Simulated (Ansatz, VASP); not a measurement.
## One calculation of Cu, two programs

```
Cu
1.0
     0.00000    1.90696    1.90696
     1.90696    0.00000    1.90696
     1.90696    1.90696    0.00000
Cu
1
Direct
  0.00000 0.00000 0.00000
```

Alike in both runs: task single point; functional RPBE; k mesh 24 × 24 × 24; occupations fermi-dirac, width 0.1 eV; no spin polarisation.

|  | VASP | Ansatz |
| --- | --- | --- |
| version | VASP 6.6.1 | Ansatz 0.2.0 |
| potentials or method | VASP PAW PBE potentials, release 64 (Cu), cutoff 520 eV | plane waves (420 eV) with PAW, scalar-relativistic |
| valence electrons in the cell | 11 | 19 |

|  | VASP | Ansatz | Ansatz less VASP |
| --- | --- | --- | --- |
| pressure (GPa) | -10.0 | -10.5 | -0.47 |

VASP's potentials were made for PBE, not for RPBE. VASP's potentials hold 11 valence electrons a cell and Ansatz's 19, so a difference there can come from the potentials and not from the codes.
